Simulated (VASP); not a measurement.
# Cd3TeSe2 (P6/mmm) in VASP: a series of runs, part 2 of 3

VASP 6.6.1. Earlier steps stand in the parts before.

**3. Single point, PBE**

This run uses another cell than the first one, of 27.81 Å³/atom, 0.983 times its volume.

Input file INCAR:

```
  PREC = Accurate
  ENCUT = 520
  EDIFF = 1E-6
  ISMEAR = 0
  SIGMA = 0.1
  LREAL = F
  LASPH = T
  NELM = 60
  ALGO = Normal
  ISIF = 2
  LWAVE = F
  LCHARG = F
  GGA = PE
  NBANDS = 36
```

Input file KPOINTS:

```
Automatic mesh
0
Gamma
  3 3 4
```

Input file POSCAR:

```
Cd3TeSe2
1.0
    6.2859663300      0.0000000000      0.0000000000
   -3.1429831600      5.4438065300      0.0000000000
    0.0000000000      0.0000000000      4.8769163800
Cd Te Se
3 1 2
Direct
    0.5000000000      0.0000000000      0.5000000000
    0.5000000000      0.5000000000      0.5000000000
    0.0000000000      0.5000000000      0.5000000000
    0.0000000000      0.0000000000      0.0000000000
    0.3333333300      0.6666666700      0.0000000000
    0.6666666700      0.3333333300      0.0000000000
```

Potentials or basis: VASP PAW PBE potentials, release 64 (Cd, Te, Se).

On the command line:

```
$ cat potpaw_PBE.64/Cd/POTCAR potpaw_PBE.64/Te/POTCAR potpaw_PBE.64/Se/POTCAR > POTCAR
$ mpirun -np 1 vasp_std > vasp.out
```

OUTCAR:

```text
PREC = Accurate
   ENCUT = 520
   EDIFF = 1E-6
   ISMEAR = 0
   LREAL = F
   LASPH = T
   NELM = 60
   ISIF = 2
   GGA = PE

 ion  position               nearest neighbor table
   1  0.500  0.000  0.500-   5 3.04   6 3.04   5 3.04   6 3.04   2 3.14   2 3.14   3 3.14   3 3.14

   2  0.500  0.500  0.500-   5 3.04   6 3.04   5 3.04   6 3.04   1 3.14   1 3.14   3 3.14   3 3.14

   3  0.000  0.500  0.500-   5 3.04   6 3.04   5 3.04   6 3.04   2 3.14   2 3.14   1 3.14   1 3.14

   4  0.000  0.000  0.000-
   5  0.333  0.667  0.000-   1 3.04   1 3.04   3 3.04   3 3.04   2 3.04   2 3.04
   6  0.667  0.333  0.000-   1 3.04   1 3.04   3 3.04   3 3.04   2 3.04   2 3.04

  LATTYP: Found a hexagonal cell.
 ALAT       =     6.2859663300
 C/A-ratio  =     0.7758419508

  Lattice vectors:

 A1 = (   6.2859663300,   0.0000000000,   0.0000000000)
 A2 = (  -3.1429831600,   5.4438065300,   0.0000000000)
 A3 = (   0.0000000000,   0.0000000000,   4.8769163800)

Analysis of symmetry for initial positions (statically):
=====================================================================
 Subroutine PRICEL returns:
 Original cell was already a primitive cell.

 Routine SETGRP: Setting up the symmetry group for a
 hexagonal supercell.

 Subroutine GETGRP returns: Found 24 space group operations
 (whereof 24 operations were pure point group operations)
 out of a pool of 24 trial point group operations.

The static configuration has the point symmetry D_6h.

Analysis of symmetry for dynamics (positions and initial velocities):
=====================================================================
 Subroutine PRICEL returns:
 Original cell was already a primitive cell.

 Routine SETGRP: Setting up the symmetry group for a
 hexagonal supercell.

 Subroutine GETGRP returns: Found 24 space group operations
 (whereof 24 operations were pure point group operations)
 out of a pool of 24 trial point group operations.

The dynamic configuration has the point symmetry D_6h.

 Subroutine INISYM returns: Found 24 space group operations
 (whereof 24 operations are pure point group operations),
 and found     1 'primitive' translations

----------------------------------------------------------------------------------------

                                     Primitive cell

  volume of cell :     166.8861

  direct lattice vectors                    reciprocal lattice vectors
     6.285966330  0.000000000  0.000000000     0.159084530  0.091847496  0.000000000
    -3.142983160  5.443806530  0.000000000     0.000000000  0.183694993  0.000000000
     0.000000000  0.000000000  4.876916380     0.000000000  0.000000000  0.205047600

  length of vectors
     6.285966330  6.285966328  4.876916380     0.183694993  0.183694993  0.205047600

  position of ions in fractional coordinates (direct lattice)
     0.500000000  0.000000000  0.500000000
     0.500000000  0.500000000  0.500000000
     0.000000000  0.500000000  0.500000000
     0.000000000  0.000000000  0.000000000
     0.333333330  0.666666670  0.000000000
     0.666666670  0.333333330  0.000000000

  ion indices of the primitive-cell ions
   primitive index   ion index
[... 32 lines left out ...]

 Following reciprocal coordinates:
            Coordinates               Weight
  0.000000  0.000000  0.000000      1.000000
  0.333333  0.000000  0.000000      6.000000
  0.333333  0.333333  0.000000      2.000000
  0.000000  0.000000  0.250000      2.000000
  0.333333  0.000000  0.250000     12.000000
  0.333333  0.333333  0.250000      4.000000
  0.000000  0.000000  0.500000      1.000000
  0.333333  0.000000  0.500000      6.000000
  0.333333  0.333333  0.500000      2.000000
   k-points           NKPTS =      9   k-points in BZ     NKDIM =      9   number of bands    NBANDS=     36
   number of dos      NEDOS =    301   number of ions     NIONS =      6
   total plane-waves  NPLWV =  82944
   dimension x,y,z NGX =    48 NGY =   48 NGZ =   36
   dimension x,y,z NGXF=    96 NGYF=   96 NGZF=   72
   ions per type =               3   1   2
   NGX,Y,Z   is equivalent  to a cutoff of  12.69, 12.69, 12.27 a.u.
   NGXF,Y,Z  is equivalent  to a cutoff of  25.39, 25.39, 24.54 a.u.
 SYSTEM =  unknown system
   PREC   = accura    normal or accurate (medium, high low for compatibility)
   ISTART =      0    job   : 0-new  1-cont  2-samecut
   ICHARG =      2    charge: 1-file 2-atom 10-const
   ISPIN  =      1    spin polarized calculation?
   LNONCOLLINEAR =      F non collinear calculations
   LSORBIT =      F    spin-orbit coupling
   LASPH  =      T    aspherical Exc in radial PAW
   ENCUT  =  520.0 eV  38.22 Ry    6.18 a.u.  11.69 11.69  9.07*2*pi/ulx,y,z
   NELM   =     60;   NELMIN=  2; NELMDL= -5     # of ELM steps
   EDIFF  = 0.1E-05   stopping-criterion for ELM
   LREAL  =      F    real-space projection
   EDIFFG = 0.1E-04   stopping-criterion for IOM
   NSW    =      0    number of steps for IOM
   IBRION =     -1    ionic relax: 0-MD 1-quasi-New 2-CG
   NFREE  =      0    steps in history (QN), initial steepest desc. (CG)
   ISIF   =      2    stress and relaxation
   ISYM   =      2    0-nonsym 1-usesym 2-fastsym
   POTIM  = 0.5000    time-step for ionic-motion
   TEBEG  =    0.0;   TEEND  =   0.0 temperature during run
   PSTRESS=    0.0 pullay stress
   NELECT =      54.0000    total number of electrons
   NUPDOWN=      -1.0000    fix difference up-down
   EMIN   =  10.00;   EMAX   =-10.00  energy-range for DOS
   EFERMI =   0.00;   METHOD = LEGACY
   ISMEAR =     0;   SIGMA  =   0.10  broadening in eV -4-tet -1-fermi 0-gaus
   EFERMI_NEDOS =   21; number of points for ismear=-14 and -15
   IALGO  =     38    algorithm
   IMIX   =      4    mixing-type and parameters
     AMIX     =   0.40;   BMIX     =  1.00
     AMIX_MAG =   1.60;   BMIX_MAG =  1.00
  volume/ion in A,a.u.               =      27.81       187.70
  Fermi-wavevector in a.u.,A,eV,Ry     =   1.123913  2.123888 17.186617  1.263181
  Thomas-Fermi vector in A             =   2.260582
   LORBIT       =      0    0 simple, 1 ext, 2 COOP (PROOUT), +10 PAW based schemes
   GGA     = PE    functional components
   LHFCALC =     F    Hartree Fock is set to
   AEXX    =    0.0000 exact exchange contribution
   IVDW    =     0    specifies the selected vdW correction
   LEPSILON=     F    determine dielectric tensor
   LRPA    =     F    only Hartree local field effects (RPA)
 non-spin polarized calculation
 Gauss-broadening in eV      SIGMA  =   0.10
  energy-cutoff  :      520.00
  volume of cell :      166.89
 maximum number of plane-waves:      4530
 NGX is ok and might be reduce to    48
   NGX = 23   NGY = 23   NGZ = 19

 number of electron      53.9999967 magnetization

 Free energy of the ion-electron system (eV)
  ---------------------------------------------------
  ext. energy  EPLUGINS =         0.00000000
  ---------------------------------------------------
  free energy    TOTEN  =       -10.82361543 eV

  energy without entropy =      -10.77431437  energy(sigma->0) =      -10.79896490

 E-fermi :   2.8442     XC(G=0):  -9.5450

 val. band max:        2.8419775501   @ k =   0.3333   0.3333   0.2500
 cond. band min:       2.8529319007   @ k =   0.3333   0.0000   0.0000
 fundamental gap:      0.0109543505
 Fermi energy:         2.8441646144

 k-point     1 :       0.0000    0.0000    0.0000
  band No.  band energies     occupation
      1     -10.6480      2.00000
      2      -9.6768      2.00000
      3      -7.4101      2.00000
      4      -6.5002      2.00000
      5      -6.4268      2.00000
      6      -6.3216      2.00000
[... 340 lines left out ...]
     35       7.9806      0.00000
     36       8.9903      0.00000

------------------------ aborting loop because EDIFF is reached ----------------------------------------

  FORCE on cell =-STRESS in cart. coord.  units (eV):
  Direction    XX          YY          ZZ          XY          YZ          ZX
  --------------------------------------------------------------------------------------
  -------------------------------------------------------------------------------------
  Total       -0.3283364     -0.3283364     -6.9415772     -0.0000000      0.0000000      0.0000000
  in kB       -3.1521695     -3.1521695    -66.6421042     -0.0000000      0.0000000      0.0000000
  external PRESSURE =     -24.3154811 kB  Pullay stress =       0.0000000 kB

 VOLUME and BASIS-vectors are now :
 -----------------------------------------------------------------------------
  energy-cutoff  :      520.00
  volume of cell :      166.89
      direct lattice vectors                 reciprocal lattice vectors
     6.285966330  0.000000000  0.000000000     0.159084530  0.091847496  0.000000000
    -3.142983160  5.443806530  0.000000000     0.000000000  0.183694993  0.000000000
     0.000000000  0.000000000  4.876916380     0.000000000  0.000000000  0.205047600

 POSITION                                       TOTAL-FORCE (eV/Angst)
 -----------------------------------------------------------------------------------
      3.14298      0.00000      2.43846        -0.000000      0.000000      0.000000
      1.57149      2.72190      2.43846        -0.000000      0.000000      0.000000
     -1.57149      2.72190      2.43846        -0.000000      0.000000      0.000000
      0.00000      0.00000      0.00000        -0.000000      0.000000      0.000000
     -0.00000      3.62920      0.00000         0.000000     -0.000000      0.000000
      3.14298      1.81460      0.00000        -0.000000      0.000000     -0.000000
 -----------------------------------------------------------------------------------
    total drift:                                0.000000     -0.000000     -0.000000

  FREE ENERGIE OF THE ION-ELECTRON SYSTEM (eV)
  ---------------------------------------------------
  free  energy   TOTEN  =       -10.8236154276 eV

  energy  without entropy=      -10.7743143686  energy(sigma->0) =      -10.79896490
```

OSZICAR:

```text
N       E                     dE             d eps       ncg     rms          rms(c)
DAV:   1     0.360040441548E+03    0.36004E+03   -0.25144E+04   648   0.134E+03
DAV:   2     0.932542337249E+01   -0.35072E+03   -0.34161E+03   732   0.329E+02
DAV:   3    -0.119220420881E+02   -0.21247E+02   -0.20878E+02   752   0.766E+01
DAV:   4    -0.121798842603E+02   -0.25784E+00   -0.25657E+00   720   0.730E+00
DAV:   5    -0.121818875088E+02   -0.20032E-02   -0.20031E-02   716   0.699E-01    0.698E+00
DAV:   6    -0.108504580290E+02    0.13314E+01   -0.32797E+00   712   0.107E+01    0.637E+00
DAV:   7    -0.108437516955E+02    0.67063E-02   -0.43319E-01   692   0.324E+00    0.321E+00
DAV:   8    -0.108369581546E+02    0.67935E-02   -0.15526E-01   704   0.114E+00    0.131E+00
DAV:   9    -0.108231522802E+02    0.13806E-01   -0.60485E-02   664   0.721E-01    0.269E-01
DAV:  10    -0.108234831011E+02   -0.33082E-03   -0.41402E-03   696   0.270E-01    0.282E-01
DAV:  11    -0.108234930380E+02   -0.99369E-05   -0.10030E-04   716   0.475E-02    0.311E-01
DAV:  12    -0.108236127446E+02   -0.11971E-03   -0.18442E-04   696   0.586E-02    0.115E-01
DAV:  13    -0.108236216135E+02   -0.88689E-05   -0.26556E-05   704   0.230E-02    0.543E-02
DAV:  14    -0.108236193657E+02    0.22478E-05   -0.27217E-06   576   0.536E-03    0.447E-02
DAV:  15    -0.108236160259E+02    0.33398E-05   -0.43857E-06   596   0.886E-03    0.158E-02
DAV:  16    -0.108236154276E+02    0.59826E-06   -0.68729E-07   336   0.332E-03
   1 F= -.10823615E+02 E0= -.10798965E+02  d E =-.493011E-01
```

stdout:

```text
POSCAR found type information on POSCAR CdTeSe
 POSCAR found :  3 types and       6 ions
 scaLAPACK will be used
 LDA part: xc-table for (Slater+PW92), standard interpolation
 POSCAR, INCAR and KPOINTS ok, starting setup
 FFT: planning ... GRIDC
 FFT: planning ... GRID_SOFT
 FFT: planning ... GRID
 WAVECAR not read
 entering main loop
```

Wall time 59 s (1 thread of Intel Xeon 6975P-C, shared host); peak memory 0.29 GiB.

What came out:

```
Free energy            : -10.8236 eV
Pressure               : -2.4 GPa
Band gap on the k mesh : zero (band 27 reaches 3.44 eV, above the bottom of band 28 at 2.36 eV)
```

Stress tensor (GPa, compression positive):
```
-0.32  0.00  0.00
 0.00 -0.32  0.00
 0.00  0.00 -6.66
```

Caveat: the k points lie up to 0.38 Å⁻¹ apart; spin-orbit coupling is left out, which moves the levels of the heavy elements.

**4. Single point, PBE**

Input file INCAR:

```
PREC     = Accurate       # precision mode
ENCUT    = 520            # plane-wave cutoff, eV
EDIFF    = 1E-7           # SCF threshold, eV
ISMEAR   = 0              # smearing method
SIGMA    = 0.1            # smearing width, eV
LREAL    = False          # projectors in reciprocal space
LASPH    = True           # aspherical terms in the spheres
NELM     = 60             # most SCF steps
ALGO     = Normal         # electronic algorithm
ISIF     = 2              # what is computed and relaxed
LWAVE    = False          # write WAVECAR
LCHARG   = True           # write CHGCAR
GGA      = PE             # functional
LELF     = True           # ELF
LVHAR    = True         
NBANDS   = 36             # bands
```

Input file KPOINTS:

```
Automatic mesh
0
Gamma
  6 6 8
```

Input file POSCAR:

```
Cd3TeSe2
1.0
    7.3050604621     -0.0000000034      0.0000000000
   -3.6525302281      6.3263679380      0.0000000000
    0.0000000000      0.0000000000      3.6739343425
Cd Te Se
3 1 2
Direct
    0.5000000000      0.0000000000      0.5000000000
    0.5000000000      0.5000000000      0.5000000000
    0.0000000000      0.5000000000      0.5000000000
    0.0000000000      0.0000000000      0.0000000000
    0.3333333333      0.6666666667      0.0000000000
    0.6666666667      0.3333333333      0.0000000000
```

Potentials or basis: VASP PAW PBE potentials, release 64 (Cd, Te, Se).

On the command line:

```
$ cat potpaw_PBE.64/Cd/POTCAR potpaw_PBE.64/Te/POTCAR potpaw_PBE.64/Se/POTCAR > POTCAR
$ mpirun -np 1 vasp_std > vasp.out
```

OUTCAR:

```text
PREC = Accurate
   ENCUT = 520
   EDIFF = 1E-7
   ISMEAR = 0
   LREAL = False
   LASPH = True
   NELM = 60
   ISIF = 2
   GGA = PE

 ion  position               nearest neighbor table
   1  0.500  0.000  0.500-   5 2.80   6 2.80   5 2.80   6 2.80   2 3.65   2 3.65   3 3.65   3 3.65

   2  0.500  0.500  0.500-   5 2.80   6 2.80   5 2.80   6 2.80   1 3.65   1 3.65   3 3.65   3 3.65

   3  0.000  0.500  0.500-   5 2.80   6 2.80   5 2.80   6 2.80   1 3.65   1 3.65   2 3.65   2 3.65

   4  0.000  0.000  0.000-
   5  0.333  0.667  0.000-   1 2.80   1 2.80   3 2.80   3 2.80   2 2.80   2 2.80
   6  0.667  0.333  0.000-   1 2.80   1 2.80   3 2.80   3 2.80   2 2.80   2 2.80

  LATTYP: Found a hexagonal cell.
 ALAT       =     7.3050604621
 C/A-ratio  =     0.5029300389

  Lattice vectors:

 A1 = (   7.3050604621,  -0.0000000034,   0.0000000000)
 A2 = (  -3.6525302281,   6.3263679380,   0.0000000000)
 A3 = (   0.0000000000,   0.0000000000,   3.6739343425)

Analysis of symmetry for initial positions (statically):
=====================================================================
 Subroutine PRICEL returns:
 Original cell was already a primitive cell.

 Routine SETGRP: Setting up the symmetry group for a
 hexagonal supercell.

 Subroutine GETGRP returns: Found 24 space group operations
 (whereof 24 operations were pure point group operations)
 out of a pool of 24 trial point group operations.

The static configuration has the point symmetry D_6h.

Analysis of symmetry for dynamics (positions and initial velocities):
=====================================================================
 Subroutine PRICEL returns:
 Original cell was already a primitive cell.

 Routine SETGRP: Setting up the symmetry group for a
 hexagonal supercell.

 Subroutine GETGRP returns: Found 24 space group operations
 (whereof 24 operations were pure point group operations)
 out of a pool of 24 trial point group operations.

[... 130 lines left out ...]
  Fermi-wavevector in a.u.,A,eV,Ry     =   1.117471  2.111714 16.990154  1.248741
  Thomas-Fermi vector in A             =   2.254094
   LORBIT       =      0    0 simple, 1 ext, 2 COOP (PROOUT), +10 PAW based schemes
   GGA     = PE    functional components
   LHFCALC =     F    Hartree Fock is set to
   AEXX    =    0.0000 exact exchange contribution
   IVDW    =     0    specifies the selected vdW correction
   LEPSILON=     F    determine dielectric tensor
   LRPA    =     F    only Hartree local field effects (RPA)
 non-spin polarized calculation
 Gauss-broadening in eV      SIGMA  =   0.10
  energy-cutoff  :      520.00
  volume of cell :      169.79
 maximum number of plane-waves:      4596
   NGX = 27   NGY = 27   NGZ = 13

 number of electron      54.0000032 magnetization

 Free energy of the ion-electron system (eV)
  ---------------------------------------------------
  ext. energy  EPLUGINS =         0.00000000
  ---------------------------------------------------
  free energy    TOTEN  =       -12.76615276 eV

  energy without entropy =      -12.75105498  energy(sigma->0) =      -12.75860387

 E-fermi :   2.5477     XC(G=0):  -9.3449

 val. band max:        2.5421417812   @ k =   0.3333   0.0000   0.5000
 cond. band min:       2.5973535880   @ k =   0.1667   0.1667   0.5000
 fundamental gap:      0.0552118068
 Fermi energy:         2.5476851920

 k-point     1 :       0.0000    0.0000    0.0000
  band No.  band energies     occupation
      1     -11.3532      2.00000
      2     -10.7391      2.00000
      3      -7.5035      2.00000
      4      -6.4184      2.00000
      5      -6.3172      2.00000
      6      -6.3075      2.00000
[... 925 lines left out ...]
     35       7.6595      0.00000
     36       8.7084      0.00000

 [... further k-points ...]

------------------------ aborting loop because EDIFF is reached ----------------------------------------

  FORCE on cell =-STRESS in cart. coord.  units (eV):
  Direction    XX          YY          ZZ          XY          YZ          ZX
  --------------------------------------------------------------------------------------
  -------------------------------------------------------------------------------------
  Total        0.2291980      0.2291980      0.3287105      0.0000000      0.0000000      0.0000000
  in kB        2.1627774      2.1627774      3.1018047      0.0000000      0.0000000      0.0000000
  external PRESSURE =       2.4757865 kB  Pullay stress =       0.0000000 kB

 VOLUME and BASIS-vectors are now :
 -----------------------------------------------------------------------------
  energy-cutoff  :      520.00
  volume of cell :      169.79
      direct lattice vectors                 reciprocal lattice vectors
     7.305060462 -0.000000003  0.000000000     0.136891406  0.079034290  0.000000000
    -3.652530228  6.326367938  0.000000000     0.000000000  0.158068581  0.000000000
     0.000000000  0.000000000  3.673934342     0.000000000  0.000000000  0.272187771

 POSITION                                       TOTAL-FORCE (eV/Angst)
 -----------------------------------------------------------------------------------
      3.65253     -0.00000      1.83697        -0.000000     -0.000000      0.000000
      1.82627      3.16318      1.83697        -0.000000     -0.000000      0.000000
     -1.82627      3.16318      1.83697        -0.000000     -0.000000      0.000000
      0.00000      0.00000      0.00000        -0.000000     -0.000000      0.000000
      0.00000      4.21758      0.00000         0.000000     -0.000000      0.000000
      3.65253      2.10879      0.00000         0.000000      0.000000      0.000000
 -----------------------------------------------------------------------------------
    total drift:                                0.000000      0.000000      0.000000

  FREE ENERGIE OF THE ION-ELECTRON SYSTEM (eV)
  ---------------------------------------------------
  free  energy   TOTEN  =       -12.7661527602 eV

  energy  without entropy=      -12.7510549777  energy(sigma->0) =      -12.75860387
```

Run time: 4 min. Hardware: 1 thread of Intel Xeon 6975P-C, shared host; peak memory 0.39 GiB.

What came out:

```yaml
Free_energy: -12.7662 eV
Pressure: 0.2 GPa
Band_gap_on_the_k_mesh: zero (band 27 reaches 3.24 eV, above the bottom of band 28 at 2.20 eV)
```

Caveat: spin-orbit coupling is left out, which moves the levels of the heavy elements.

(Continued in part 3 of 3.)
